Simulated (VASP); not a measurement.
Set up this calculation in VASP 6.6.1, as the native input.

```yaml
Task: relaxation of cell and atoms
Functional: PBE
Potentials_or_basis: VASP PAW PBE potentials, release 64 (Cd)
Cutoff: 600 eV
k_mesh: 16 × 16 × 16
Occupations: fermi-dirac, width 0.05 eV
Spin: no spin polarisation
Dipole_correction: no
Further_INCAR_settings: ALGO = Normal; EDIFF = 1e-06; IBRION = 2; EDIFFG = -0.005; NSW = 45; ISIF = 3
```

The structure of Cd lies in POSCAR:

```
Cd
1.0
    0.0000000000      2.2538975769      2.2538975769
    2.2538975769      0.0000000000      2.2538975769
    2.2538975769      2.2538975769      0.0000000000
Cd
1
Direct
    0.0000000000      0.0000000000      0.0000000000
```

This isn't the form of Cd at room conditions, which is hcp.

The input as run:

INCAR

```
SYSTEM = Cd
  ALGO = Normal
  EDIFF = 1E-6
  EDIFFG = -0.005
  ENCUT = 600
  GGA = PE
  IBRION = 2
  ISIF = 3
  ISMEAR = -1
  LASPH = .TRUE.
  LCHARG = .FALSE.
  LREAL = .FALSE.
  LWAVE = .FALSE.
  NELM = 80
  NSW = 45
  PREC = Accurate
  SIGMA = 0.05
```

KPOINTS

```
k-points
0
G
  16 16 16
  0 0 0
```

Potentials or basis: VASP PAW PBE potentials, release 64 (Cd).

The run is started by

```bash
$ cat potpaw_PBE.64/Cd/POTCAR > POTCAR
$ mpirun -np 1 vasp_std > vasp.out
```

Results of the run:

```yaml
Relaxed_volume: 22.96 Å³/atom
Relaxed_cell: a = 3.190 Å, b = 3.190 Å, c = 3.190 Å, α = 60.00°, β = 60.00°, γ = 60.00°
Space_group_after_relaxing_to_0.1_Å: Fm-3m (No. 225)
Energy_gained_by_relaxing: 0.0 meV/atom
Ionic_steps: 2
Pressure_after_relaxing: 0.0 GPa
Band_gap_on_the_k_mesh: zero (bands 6 and 7 overlap by 3.23 eV)
```

Run time: 73 s on 1 thread of Intel Xeon 8259CL (shared host), peak memory 0.19 GiB.
